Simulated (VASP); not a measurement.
# CdS (P6_3mc) in VASP: notebook

Aim: see how the results for CdS move with the level of theory and the settings. Levels: PBE, r2SCAN. Tasks: single point, relaxation of cell and atoms.

Everything below comes from runs of VASP 6.6.1. Logs are shortened: lines on timing, memory, paths and dates and some standing lists are left out, and cuts for length are marked.

**1. The cell of the first run**

It takes space group P6_3mc (No. 186, hexagonal). Conventional cell: a = 4.194 Å, b = 4.194 Å, c = 13.671 Å, α = 90.00°, β = 90.00°, γ = 120.00°. Cd (site symmetry 3m) has 4 S at 2.56 to 2.57 Å within 3.4 Å. Cd (site symmetry 3m) has 4 S at 2.57 Å within 3.4 Å. Within 3.4 Å of S (site symmetry 3m) lie 4 Cd at 2.57 Å. S (site symmetry 3m) has 4 Cd at 2.56 to 2.57 Å within 3.4 Å.

**2. Single point, PBE**

The input, INCAR:

```
SYSTEM = CdS
  PREC = Accurate
  ENCUT = 520
  EDIFF = 1E-6
  ISMEAR = -1
  SIGMA = 0.02
  LREAL = .False.
  LASPH = .True.
  NELM = 80
  ALGO = Normal
  ISIF = 2
  LWAVE = .False.
  LCHARG = .True.
  GGA = PE
  LELF = .True.
  LVHAR = .True.
  NBANDS = 46
```

The input, KPOINTS:

```
regular mesh
0
Gamma
  6 6 2
  0 0 0
```

The input, POSCAR:

```
CdS
1.0
    4.1935380944      0.0000000000      0.0000000000
   -2.0967690472      3.6317105215      0.0000000000
    0.0000000000      0.0000000000     13.6707101065
Cd S
4 4
Direct
    0.0000000000      0.0000000000     -0.0002848376
    0.3333333333      0.6666666667      0.2499230960
    0.0000000000      0.0000000000      0.4997151624
    0.6666666667      0.3333333333      0.7499230960
    0.0000000000      0.0000000000      0.1875909589
    0.3333333333      0.6666666667      0.4377707828
    0.0000000000      0.0000000000      0.6875909589
    0.6666666667      0.3333333333      0.9377707828
```

Potentials or basis: VASP PAW PBE potentials, release 64 (Cd, S).

The run is started by

```
cat potpaw_PBE.64/Cd/POTCAR potpaw_PBE.64/S/POTCAR > POTCAR
mpirun -np 1 vasp_std > vasp.out
```

OUTCAR:

```text
SYSTEM = CdS
   PREC = Accurate
   ENCUT = 520
   EDIFF = 1E-6
   ISMEAR = -1
   LREAL = .False.
   LASPH = .True.
   NELM = 80
   ISIF = 2
   GGA = PE

 ion  position               nearest neighbor table
   1  0.000  0.000  1.000-   8 2.56   8 2.56   8 2.56   5 2.57
   2  0.333  0.667  0.250-   5 2.57   5 2.57   5 2.57   6 2.57
   3  0.000  0.000  0.500-   6 2.56   6 2.56   6 2.56   7 2.57
   4  0.667  0.333  0.750-   7 2.57   7 2.57   7 2.57   8 2.57
   5  0.000  0.000  0.188-   2 2.57   2 2.57   2 2.57   1 2.57
   6  0.333  0.667  0.438-   3 2.56   3 2.56   3 2.56   2 2.57
   7  0.000  0.000  0.688-   4 2.57   4 2.57   4 2.57   3 2.57
   8  0.667  0.333  0.938-   1 2.56   1 2.56   1 2.56   4 2.57

  LATTYP: Found a hexagonal cell.
 ALAT       =     4.1935380944
 C/A-ratio  =     3.2599465651

  Lattice vectors:

 A1 = (   4.1935380944,   0.0000000000,   0.0000000000)
 A2 = (  -2.0967690472,   3.6317105215,   0.0000000000)
 A3 = (   0.0000000000,   0.0000000000,  13.6707101065)

Analysis of symmetry for initial positions (statically):
=====================================================================
 Subroutine PRICEL returns:
 Original cell was already a primitive cell.

 Routine SETGRP: Setting up the symmetry group for a
 hexagonal supercell.

 Subroutine GETGRP returns: Found 12 space group operations
 (whereof  6 operations were pure point group operations)
 out of a pool of 24 trial point group operations.

The static configuration has the point symmetry C_3v.
 The point group associated with its full space group is C_6v.

Analysis of symmetry for dynamics (positions and initial velocities):
=====================================================================
 Subroutine PRICEL returns:
 Original cell was already a primitive cell.

 Routine SETGRP: Setting up the symmetry group for a
 hexagonal supercell.

 Subroutine GETGRP returns: Found 12 space group operations
 (whereof  6 operations were pure point group operations)
 out of a pool of 24 trial point group operations.

The dynamic configuration has the point symmetry C_3v.
 The point group associated with its full space group is C_6v.

 Subroutine INISYM returns: Found 12 space group operations
 (whereof  6 operations are pure point group operations),
 and found     1 'primitive' translations

----------------------------------------------------------------------------------------

                                     Primitive cell

  volume of cell :     208.2010

  direct lattice vectors                    reciprocal lattice vectors
     4.193538094  0.000000000  0.000000000     0.238462124  0.137676171  0.000000000
    -2.096769047  3.631710522  0.000000000     0.000000000  0.275352343  0.000000000
     0.000000000  0.000000000 13.670710106     0.000000000  0.000000000  0.073149090

  length of vectors
     4.193538094  4.193538094 13.670710106     0.275352343  0.275352343  0.073149090

  position of ions in fractional coordinates (direct lattice)
     0.000000000  0.000000000  0.999715162
     0.333333333  0.666666667  0.249923096
     0.000000000  0.000000000  0.499715162
     0.666666667  0.333333333  0.749923096
     0.000000000  0.000000000  0.187590959
     0.333333333  0.666666667  0.437770783
     0.000000000  0.000000000  0.687590959
     0.666666667  0.333333333  0.937770783

  ion indices of the primitive-cell ions
   primitive index   ion index
                 1           1
                 2           2
                 3           3
                 4           4
                 5           5
                 6           6
                 7           7
                 8           8

----------------------------------------------------------------------------------------

 KPOINTS: regular mesh

Automatic generation of k-mesh.
 Grid dimensions read from file:
 generate k-points for:    6    6    2

 Generating k-lattice:

  Cartesian coordinates                     Fractional coordinates (reciprocal lattice)
     0.039743687  0.022946029  0.000000000     0.166666667 -0.000000000  0.000000000
     0.000000000  0.045892057  0.000000000     0.000000000  0.166666667  0.000000000
     0.000000000  0.000000000  0.036574545     0.000000000  0.000000000  0.500000000

  Length of vectors
     0.045892057  0.045892057  0.036574545

  Shift w.r.t. Gamma in fractional coordinates (k-lattice)
     0.000000000  0.000000000  0.000000000

 Subroutine IBZKPT returns following result:
 ===========================================

 Found     14 irreducible k-points:

 Following reciprocal coordinates:
            Coordinates               Weight
  0.000000  0.000000  0.000000      1.000000
  0.166667 -0.000000  0.000000      6.000000
  0.333333 -0.000000  0.000000      6.000000
  0.500000 -0.000000  0.000000      3.000000
  0.166667  0.166667  0.000000      6.000000
  0.333333  0.166667  0.000000     12.000000
  0.333333  0.333333  0.000000      2.000000
  0.000000  0.000000  0.500000      1.000000
  0.166667 -0.000000  0.500000      6.000000
  0.333333 -0.000000  0.500000      6.000000
  0.500000 -0.000000  0.500000      3.000000
  0.166667  0.166667  0.500000      6.000000
  0.333333  0.166667  0.500000     12.000000
  0.333333  0.333333  0.500000      2.000000
   k-points           NKPTS =     14   k-points in BZ     NKDIM =     14   number of bands    NBANDS=     46
   number of dos      NEDOS =    301   number of ions     NIONS =      8
   total plane-waves  NPLWV = 110592
   dimension x,y,z NGX =    32 NGY =   32 NGZ =  108
   dimension x,y,z NGXF=    64 NGYF=   64 NGZF=  216
   ions per type =               4   4
   NGX,Y,Z   is equivalent  to a cutoff of  12.69, 12.69, 13.13 a.u.
   NGXF,Y,Z  is equivalent  to a cutoff of  25.37, 25.37, 26.27 a.u.
 SYSTEM =  CdS
   PREC   = accura    normal or accurate (medium, high low for compatibility)
   ISTART =      0    job   : 0-new  1-cont  2-samecut
   ICHARG =      2    charge: 1-file 2-atom 10-const
   ISPIN  =      1    spin polarized calculation?
   LNONCOLLINEAR =      F non collinear calculations
   LSORBIT =      F    spin-orbit coupling
   LASPH  =      T    aspherical Exc in radial PAW
   ENCUT  =  520.0 eV  38.22 Ry    6.18 a.u.   7.80  7.80 25.42*2*pi/ulx,y,z
   NELM   =     80;   NELMIN=  2; NELMDL= -5     # of ELM steps
   EDIFF  = 0.1E-05   stopping-criterion for ELM
   LREAL  =      F    real-space projection
   EDIFFG = 0.1E-04   stopping-criterion for IOM
   NSW    =      0    number of steps for IOM
   IBRION =     -1    ionic relax: 0-MD 1-quasi-New 2-CG
   NFREE  =      0    steps in history (QN), initial steepest desc. (CG)
   ISIF   =      2    stress and relaxation
   ISYM   =      2    0-nonsym 1-usesym 2-fastsym
   POTIM  = 0.5000    time-step for ionic-motion
   TEBEG  =    0.0;   TEEND  =   0.0 temperature during run
   PSTRESS=    0.0 pullay stress
   NELECT =      72.0000    total number of electrons
   NUPDOWN=      -1.0000    fix difference up-down
   EMIN   =  10.00;   EMAX   =-10.00  energy-range for DOS
   EFERMI =   0.00;   METHOD = LEGACY
   ISMEAR =    -1;   SIGMA  =   0.02  broadening in eV -4-tet -1-fermi 0-gaus
   EFERMI_NEDOS =   21; number of points for ismear=-14 and -15
   IALGO  =     38    algorithm
   IMIX   =      4    mixing-type and parameters
     AMIX     =   0.40;   BMIX     =  1.00
     AMIX_MAG =   1.60;   BMIX_MAG =  1.00
  volume/ion in A,a.u.               =      26.03       175.63
  Fermi-wavevector in a.u.,A,eV,Ry     =   1.149101  2.171485 17.965569  1.320432
  Thomas-Fermi vector in A             =   2.285772
   LORBIT       =      0    0 simple, 1 ext, 2 COOP (PROOUT), +10 PAW based schemes
   GGA     = PE    functional components
   LHFCALC =     F    Hartree Fock is set to
   AEXX    =    0.0000 exact exchange contribution
   IVDW    =     0    specifies the selected vdW correction
   LEPSILON=     F    determine dielectric tensor
   LRPA    =     F    only Hartree local field effects (RPA)
 non-spin polarized calculation
  energy-cutoff  :      520.00
  volume of cell :      208.20
 maximum number of plane-waves:      5640
 NGX is ok and might be reduce to    32
   NGX = 15   NGY = 15   NGZ = 51

 number of electron      71.9999990 magnetization

 Free energy of the ion-electron system (eV)
  ---------------------------------------------------
  ext. energy  EPLUGINS =         0.00000000
  ---------------------------------------------------
  free energy    TOTEN  =       -24.58956086 eV

  energy without entropy =      -24.58956086  energy(sigma->0) =      -24.58956086

 E-fermi :   1.3769     XC(G=0):  -8.9240

 val. band max:        0.9168509403   @ k =   0.0000   0.0000   0.0000
 cond. band min:       1.9934848078   @ k =   0.0000   0.0000   0.0000
 fundamental gap:      1.0766338675
 Fermi energy:         1.3768543901

 k-point     1 :       0.0000    0.0000    0.0000
  band No.  band energies     occupation
      1     -11.1722      2.00000
      2     -10.9793      2.00000
      3     -10.9764      2.00000
      4     -10.7872      2.00000
      5      -6.6437      2.00000
      6      -6.6406      2.00000
[... 38 lines left out ...]
     45       7.5624      0.00000
     46       7.6739      0.00000

 k-point     2 :       0.1667   -0.0000    0.0000
  band No.  band energies     occupation
      1     -11.0864      2.00000
      2     -10.9165      2.00000
      3     -10.9137      2.00000
      4     -10.7500      2.00000
      5      -6.6148      2.00000
      6      -6.6073      2.00000
[... 38 lines left out ...]
     45       7.5994      0.00000
     46       7.7520      0.00000

 k-point     3 :       0.3333   -0.0000    0.0000
  band No.  band energies     occupation
      1     -10.9015      2.00000
      2     -10.7909      2.00000
      3     -10.7888      2.00000
      4     -10.6874      2.00000
      5      -6.5637      2.00000
      6      -6.5546      2.00000
[... 38 lines left out ...]
     45       7.8122      0.00000
     46       7.9858      0.00000

 k-point     4 :       0.5000   -0.0000    0.0000
  band No.  band energies     occupation
      1     -10.7919      2.00000
      2     -10.7291      2.00000
      3     -10.7271      2.00000
      4     -10.6718      2.00000
      5      -6.5435      2.00000
      6      -6.5374      2.00000
[... 430 lines left out ...]
     45       7.7832      0.00000
     46       7.7832      0.00000

 k-point    13 :       0.3333    0.1667    0.5000
  band No.  band energies     occupation
      1     -10.7737      2.00000
      2     -10.7737      2.00000
      3     -10.6879      2.00000
      4     -10.6879      2.00000
      5      -6.5248      2.00000
      6      -6.5248      2.00000
[... 38 lines left out ...]
     45       7.6981      0.00000
     46       7.6981      0.00000

 k-point    14 :       0.3333    0.3333    0.5000
  band No.  band energies     occupation
      1     -10.7030      2.00000
      2     -10.7030      2.00000
      3     -10.6989      2.00000
      4     -10.6989      2.00000
      5      -6.5264      2.00000
      6      -6.5264      2.00000
[... 38 lines left out ...]
     45       7.6031      0.00000
     46       7.6031      0.00000

------------------------ aborting loop because EDIFF is reached ----------------------------------------

  FORCE on cell =-STRESS in cart. coord.  units (eV):
  Direction    XX          YY          ZZ          XY          YZ          ZX
  --------------------------------------------------------------------------------------
  -------------------------------------------------------------------------------------
  Total        0.3936680      0.3936680      0.4036891      0.0000000      0.0000000     -0.0000000
  in kB        3.0294083      3.0294083      3.1065240      0.0000000      0.0000000     -0.0000000
  external PRESSURE =       3.0551135 kB  Pullay stress =       0.0000000 kB

 VOLUME and BASIS-vectors are now :
 -----------------------------------------------------------------------------
  energy-cutoff  :      520.00
  volume of cell :      208.20
      direct lattice vectors                 reciprocal lattice vectors
     4.193538094  0.000000000  0.000000000     0.238462124  0.137676171  0.000000000
    -2.096769047  3.631710522  0.000000000     0.000000000  0.275352343  0.000000000
     0.000000000  0.000000000 13.670710106     0.000000000  0.000000000  0.073149090

 POSITION                                       TOTAL-FORCE (eV/Angst)
 -----------------------------------------------------------------------------------
      0.00000      0.00000     13.66682         0.000000     -0.000000     -0.000792
     -0.00000      2.42114      3.41663         0.000000     -0.000000     -0.001454
      0.00000      0.00000      6.83146        -0.000000     -0.000000     -0.000792
      2.09677      1.21057     10.25198        -0.000000     -0.000000     -0.001454
      0.00000      0.00000      2.56450        -0.000000      0.000000      0.000817
     -0.00000      2.42114      5.98464         0.000000     -0.000000      0.001429
      0.00000      0.00000      9.39986         0.000000     -0.000000      0.000817
      2.09677      1.21057     12.81999        -0.000000      0.000000      0.001429
 -----------------------------------------------------------------------------------
    total drift:                               -0.000000     -0.000000     -0.000639

  FREE ENERGIE OF THE ION-ELECTRON SYSTEM (eV)
  ---------------------------------------------------
  free  energy   TOTEN  =       -24.5895608635 eV

  energy  without entropy=      -24.5895608635  energy(sigma->0) =      -24.58956086
```

Run time: 3.7 min. Hardware: 1 thread of Intel Xeon Platinum 8259CL at 2.50GHz (Skylake/Cascade Lake), shared host; peak memory 0.37 GiB.

Results:

```yaml
Free_energy: -24.5896 eV
Pressure: 0.3 GPa
Band_gap_on_the_k_mesh: 1.08 eV, direct
```

PBE gaps usually lie below the measured ones, often by a third to a half.

(Part 1 of 2 ends here.)
